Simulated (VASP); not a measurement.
# Cd (P6_3/mmc) in VASP: single point with PBE

Aim: the single point of Cd with PBE.

All numbers are computed with VASP 6.6.1; they aren't measurements. Logs are shortened: lines on timing, memory, paths and dates and some standing lists are left out, and cuts for length are marked.

## (1) The cell of the first run

It takes space group P6_3/mmc (No. 194, hexagonal). Conventional cell: a = 2.537 Å, b = 2.537 Å, c = 4.076 Å, α = 90.00°, β = 90.00°, γ = 120.00°. Cd (site symmetry -6m2) has 12 Cd at 2.51 to 2.54 Å within 3.3 Å.

## (2) Single point, PBE

The input, INCAR:

```
SYSTEM = Cd
PREC = Accurate ; ENCUT = 520
EDIFF = 1E-7 ; ISMEAR = -1
SIGMA = 0.08 ; LREAL = .False.
LASPH = .True. ; NELM = 80
ALGO = Normal ; ISIF = 2
LWAVE = .False. ; LCHARG = .True.
GGA = PE ; LELF = .True.
LVHAR = .True. ; NBANDS = 19
```

The input, KPOINTS:

```
Automatic mesh
0
Gamma
  17 17 9
  0 0 0
```

The input, POSCAR:

```
Cd
1.0
    2.5369374569      0.0000000000      0.0000000000
   -1.2684687284      2.1970522855      0.0000000000
    0.0000000000      0.0000000000      4.0764745561
Cd
2
Direct
    0.3333333333      0.6666666667      0.2500000000
    0.6666666667      0.3333333333      0.7500000000
```

Potentials or basis: VASP PAW PBE potentials, release 64 (Cd).

Command:

```console
cat potpaw_PBE.64/Cd/POTCAR > POTCAR
mpirun -np 1 vasp_std > vasp.out
```

OUTCAR:

```text
SYSTEM = Cd
   PREC = Accurate
   ENCUT = 520
   EDIFF = 1E-7
   ISMEAR = -1
   LREAL = .False.
   LASPH = .True.
   NELM = 80
   ISIF = 2
   GGA = PE

 ion  position               nearest neighbor table
   1  0.333  0.667  0.250-   2 2.51   2 2.51   2 2.51   2 2.51   2 2.51   2 2.51   2 3.57   2 3.57
                             2 3.57   2 3.57   2 3.57   2 3.57
   2  0.667  0.333  0.750-   1 2.51   1 2.51   1 2.51   1 2.51   1 2.51   1 2.51   1 3.57   1 3.57
                             1 3.57   1 3.57   1 3.57   1 3.57

  LATTYP: Found a hexagonal cell.
 ALAT       =     2.5369374569
 C/A-ratio  =     1.6068486612

  Lattice vectors:

 A1 = (   2.5369374569,   0.0000000000,   0.0000000000)
 A2 = (  -1.2684687284,   2.1970522855,   0.0000000000)
 A3 = (   0.0000000000,   0.0000000000,   4.0764745561)

Analysis of symmetry for initial positions (statically):
=====================================================================
 Subroutine PRICEL returns:
 Original cell was already a primitive cell.

 Routine SETGRP: Setting up the symmetry group for a
 hexagonal supercell.

 Subroutine GETGRP returns: Found 24 space group operations
 (whereof 12 operations were pure point group operations)
 out of a pool of 24 trial point group operations.

The static configuration has the point symmetry D_3d.
 The point group associated with its full space group is D_6h.

Analysis of symmetry for dynamics (positions and initial velocities):
=====================================================================
 Subroutine PRICEL returns:
 Original cell was already a primitive cell.

 Routine SETGRP: Setting up the symmetry group for a
 hexagonal supercell.

 Subroutine GETGRP returns: Found 24 space group operations
 (whereof 12 operations were pure point group operations)
 out of a pool of 24 trial point group operations.

The dynamic configuration has the point symmetry D_3d.
 The point group associated with its full space group is D_6h.

 Subroutine INISYM returns: Found 24 space group operations
 (whereof 12 operations are pure point group operations),
 and found     1 'primitive' translations

----------------------------------------------------------------------------------------

                                     Primitive cell

  volume of cell :      22.7214

  direct lattice vectors                    reciprocal lattice vectors
     2.536937457  0.000000000  0.000000000     0.394176056  0.227577652  0.000000000
    -1.268468728  2.197052285  0.000000000     0.000000000  0.455155304  0.000000000
     0.000000000  0.000000000  4.076474556     0.000000000  0.000000000  0.245310007

  length of vectors
     2.536937457  2.536937457  4.076474556     0.455155304  0.455155304  0.245310007

  position of ions in fractional coordinates (direct lattice)
     0.333333333  0.666666667  0.250000000
     0.666666667  0.333333333  0.750000000

  ion indices of the primitive-cell ions
   primitive index   ion index
                 1           1
                 2           2

----------------------------------------------------------------------------------------

 KPOINTS: Automatic mesh

Automatic generation of k-mesh.
 Grid dimensions read from file:
 generate k-points for:   17   17    9

 Generating k-lattice:

  Cartesian coordinates                     Fractional coordinates (reciprocal lattice)
     0.023186827  0.013386921  0.000000000     0.058823529 -0.000000000  0.000000000
     0.000000000  0.026773841  0.000000000     0.000000000  0.058823529  0.000000000
     0.000000000  0.000000000  0.027256667     0.000000000  0.000000000  0.111111111

  Length of vectors
     0.026773841  0.026773841  0.027256667

  Shift w.r.t. Gamma in fractional coordinates (k-lattice)
     0.000000000  0.000000000  0.000000000

 Subroutine IBZKPT returns following result:
 ===========================================

 Found    165 irreducible k-points:

 Following reciprocal coordinates:
            Coordinates               Weight
  0.000000  0.000000  0.000000      1.000000
  0.058824  0.000000  0.000000      6.000000
  0.117647  0.000000  0.000000      6.000000
  0.176471  0.000000  0.000000      6.000000
  0.235294  0.000000  0.000000      6.000000
  0.294118  0.000000  0.000000      6.000000
[... 16 lines left out ...]
  0.411765  0.117647  0.000000     12.000000
  0.176471  0.176471  0.000000      6.000000
 [... further k-points ...]
   k-points           NKPTS =    165   k-points in BZ     NKDIM =    165   number of bands    NBANDS=     19
   number of dos      NEDOS =    301   number of ions     NIONS =      2
   total plane-waves  NPLWV =  12000
   dimension x,y,z NGX =    20 NGY =   20 NGZ =   30
   dimension x,y,z NGXF=    40 NGYF=   40 NGZF=   60
   ions per type =               2
   NGX,Y,Z   is equivalent  to a cutoff of  13.11, 13.11, 12.23 a.u.
   NGXF,Y,Z  is equivalent  to a cutoff of  26.21, 26.21, 24.47 a.u.
 SYSTEM =  Cd
   PREC   = accura    normal or accurate (medium, high low for compatibility)
   ISTART =      0    job   : 0-new  1-cont  2-samecut
   ICHARG =      2    charge: 1-file 2-atom 10-const
   ISPIN  =      1    spin polarized calculation?
   LNONCOLLINEAR =      F non collinear calculations
   LSORBIT =      F    spin-orbit coupling
   LASPH  =      T    aspherical Exc in radial PAW
   ENCUT  =  520.0 eV  38.22 Ry    6.18 a.u.   4.72  4.72  7.58*2*pi/ulx,y,z
   NELM   =     80;   NELMIN=  2; NELMDL= -5     # of ELM steps
   EDIFF  = 0.1E-06   stopping-criterion for ELM
   LREAL  =      F    real-space projection
   EDIFFG = 0.1E-05   stopping-criterion for IOM
   NSW    =      0    number of steps for IOM
   IBRION =     -1    ionic relax: 0-MD 1-quasi-New 2-CG
   NFREE  =      0    steps in history (QN), initial steepest desc. (CG)
   ISIF   =      2    stress and relaxation
   ISYM   =      2    0-nonsym 1-usesym 2-fastsym
   POTIM  = 0.5000    time-step for ionic-motion
   TEBEG  =    0.0;   TEEND  =   0.0 temperature during run
   PSTRESS=    0.0 pullay stress
   NELECT =      24.0000    total number of electrons
   NUPDOWN=      -1.0000    fix difference up-down
   EMIN   =  10.00;   EMAX   =-10.00  energy-range for DOS
   EFERMI =   0.00;   METHOD = LEGACY
   ISMEAR =    -1;   SIGMA  =   0.08  broadening in eV -4-tet -1-fermi 0-gaus
   EFERMI_NEDOS =   21; number of points for ismear=-14 and -15
   IALGO  =     38    algorithm
   IMIX   =      4    mixing-type and parameters
     AMIX     =   0.40;   BMIX     =  1.00
     AMIX_MAG =   1.60;   BMIX_MAG =  1.00
  volume/ion in A,a.u.               =      11.36        76.67
  Fermi-wavevector in a.u.,A,eV,Ry     =   1.667248  3.150642 37.820344  2.779717
  Thomas-Fermi vector in A             =   2.753303
   LORBIT       =      0    0 simple, 1 ext, 2 COOP (PROOUT), +10 PAW based schemes
   GGA     = PE    functional components
   LHFCALC =     F    Hartree Fock is set to
   AEXX    =    0.0000 exact exchange contribution
   IVDW    =     0    specifies the selected vdW correction
   LEPSILON=     F    determine dielectric tensor
   LRPA    =     F    only Hartree local field effects (RPA)
 non-spin polarized calculation
  energy-cutoff  :      520.00
  volume of cell :       22.72
 maximum number of plane-waves:       634
 NGX is ok and might be reduce to    20
   NGX =  9   NGY =  9   NGZ = 15

 number of electron      23.9999990 magnetization

 Free energy of the ion-electron system (eV)
  ---------------------------------------------------
  ext. energy  EPLUGINS =         0.00000000
  ---------------------------------------------------
  free energy    TOTEN  =         5.85538639 eV

  energy without entropy =        5.86053632  energy(sigma->0) =        5.85796136

 E-fermi :  11.1456     XC(G=0): -14.9126

 val. band max:       11.1415166049   @ k =   0.1176   0.0588   0.0000
 cond. band min:      11.1754226513   @ k =   0.2353   0.2353   0.1111
 fundamental gap:      0.0339060464
 Fermi energy:        11.1455682813

 k-point     1 :       0.0000    0.0000    0.0000
  band No.  band energies     occupation
      1      -5.5320      2.00000
      2      -4.9052      2.00000
      3      -2.5691      2.00000
      4      -2.5271      2.00000
      5      -2.5271      2.00000
      6      -2.1130      2.00000
[... 11 lines left out ...]
     18      29.5346      0.00000
     19      31.7907      0.00000

 k-point     2 :       0.0588    0.0000    0.0000
  band No.  band energies     occupation
      1      -5.4023      2.00000
      2      -4.8286      2.00000
      3      -2.7421      2.00000
      4      -2.4457      2.00000
      5      -2.3597      2.00000
      6      -2.1399      2.00000
[... 11 lines left out ...]
     18      29.1389      0.00000
     19      31.4944      0.00000

 k-point     3 :       0.1176    0.0000    0.0000
  band No.  band energies     occupation
      1      -5.0368      2.00000
      2      -4.6264      2.00000
      3      -2.9463      2.00000
      4      -2.2581      2.00000
      5      -2.2080      2.00000
      6      -2.0770      2.00000
[... 11 lines left out ...]
     18      29.2491      0.00000
     19      29.5443      0.00000

 k-point     4 :       0.1765    0.0000    0.0000
  band No.  band energies     occupation
      1      -4.5551      2.00000
      2      -4.3790      2.00000
      3      -3.0798      2.00000
      4      -2.4369      2.00000
      5      -2.3149      2.00000
      6      -2.0374      2.00000
[... 11 lines left out ...]
     18      28.2988      0.00000
     19      30.1547      0.00000

 k-point     5 :       0.2353    0.0000    0.0000
  band No.  band energies     occupation
      1      -4.4076      2.00000
      2      -4.0717      2.00000
      3      -3.0083      2.00000
      4      -2.9096      2.00000
      5      -2.2767      2.00000
      6      -2.2414      2.00000
[... 11 lines left out ...]
     18      27.9133      0.00000
     19      29.3901      0.00000

 k-point     6 :       0.2941    0.0000    0.0000
  band No.  band energies     occupation
      1      -4.5573      2.00000
      2      -3.9857      2.00000
      3      -3.5577      2.00000
      4      -2.4353      2.00000
      5      -2.4169      2.00000
      6      -2.0692      2.00000
[... 11 lines left out ...]
     18      27.1381      0.00000
     19      28.0589      0.00000

 k-point     7 :       0.3529    0.0000    0.0000
  band No.  band energies     occupation
      1      -4.7722      2.00000
      2      -4.0616      2.00000
      3      -4.0062      2.00000
      4      -2.5982      2.00000
      5      -2.0380      2.00000
      6      -1.8516      2.00000
[... 11 lines left out ...]
     18      26.3296      0.00000
     19      27.7171      0.00000

 k-point     8 :       0.4118    0.0000    0.0000
  band No.  band energies     occupation
      1      -4.9503      2.00000
      2      -4.3186      2.00000
      3      -4.1630      2.00000
      4      -2.7150      2.00000
      5      -1.9653      2.00000
      6      -1.8356      2.00000
[... 256 lines left out ...]
 k-point    20 :       0.2353    0.1176    0.0000
  band No.  band energies     occupation
      1      -4.2504      2.00000
      2      -3.7943      2.00000
      3      -3.6319      2.00000
      4      -2.7613      2.00000
      5      -2.6207      2.00000
      6      -2.1161      2.00000
[... 11 lines left out ...]
     18      26.1091      0.00000
     19      28.6407      0.00000

 k-point    21 :       0.2941    0.1176    0.0000
  band No.  band energies     occupation
      1      -4.4697      2.00000
      2      -4.0410      2.00000
      3      -3.8458      2.00000
      4      -2.7236      2.00000
      5      -2.2551      2.00000
      6      -1.8890      2.00000
[... 11 lines left out ...]
     18      25.2198      0.00000
     19      27.8723      0.00000

 k-point    22 :       0.3529    0.1176    0.0000
  band No.  band energies     occupation
      1      -4.6488      2.00000
      2      -4.3266      2.00000
      3      -3.9249      2.00000
      4      -2.7813      2.00000
      5      -2.0032      2.00000
      6      -1.8777      2.00000
[... 11 lines left out ...]
     18      24.6084      0.00000
     19      27.2000      0.00000

 k-point    23 :       0.4118    0.1176    0.0000
  band No.  band energies     occupation
      1      -4.7460      2.00000
      2      -4.4729      2.00000
      3      -3.9768      2.00000
      4      -2.8040      2.00000
      5      -2.0928      2.00000
      6      -1.7056      2.00000
[... 11 lines left out ...]
     18      24.3013      0.00000
     19      26.8217      0.00000

 k-point    24 :       0.1765    0.1765    0.0000
  band No.  band energies     occupation
      1      -3.9281      2.00000
      2      -3.8145      2.00000
      3      -3.5541      2.00000
      4      -3.0470      2.00000
      5      -2.6598      2.00000
      6      -2.1822      2.00000
[... 11 lines left out ...]
     18      26.9108      0.00000
     19      26.9666      0.00000

 [... further k-points ...]

------------------------ aborting loop because EDIFF is reached ----------------------------------------

  FORCE on cell =-STRESS in cart. coord.  units (eV):
  Direction    XX          YY          ZZ          XY          YZ          ZX
  --------------------------------------------------------------------------------------
  -------------------------------------------------------------------------------------
  Total       30.9450636     30.9450636     31.0570402      0.0000000     -0.0000000      0.0000000
  in kB     2182.0619363   2182.0619363   2189.9578593      0.0000000     -0.0000000      0.0000000
  external PRESSURE =    2184.6939106 kB  Pullay stress =       0.0000000 kB

 VOLUME and BASIS-vectors are now :
 -----------------------------------------------------------------------------
  energy-cutoff  :      520.00
  volume of cell :       22.72
      direct lattice vectors                 reciprocal lattice vectors
     2.536937457  0.000000000  0.000000000     0.394176056  0.227577652  0.000000000
    -1.268468728  2.197052285  0.000000000     0.000000000  0.455155304  0.000000000
     0.000000000  0.000000000  4.076474556     0.000000000  0.000000000  0.245310007

 POSITION                                       TOTAL-FORCE (eV/Angst)
 -----------------------------------------------------------------------------------
     -0.00000      1.46470      1.01912        -0.000000      0.000000      0.000000
      1.26847      0.73235      3.05736         0.000000      0.000000      0.000000
 -----------------------------------------------------------------------------------
    total drift:                                0.000000     -0.000000      0.000000

  FREE ENERGIE OF THE ION-ELECTRON SYSTEM (eV)
  ---------------------------------------------------
  free  energy   TOTEN  =         5.8553863888 eV

  energy  without entropy=        5.8605363228  energy(sigma->0) =        5.85796136
```

It took 33 s on 1 thread of Intel Xeon 6975P-C, shared host; peak memory 0.18 GiB.

Results:

```
Free energy            : 5.8554 eV
Pressure               : 218.5 GPa
Band gap on the k mesh : zero (band 12 reaches 12.69 eV, above the bottom of band 13 at 10.62 eV)
```
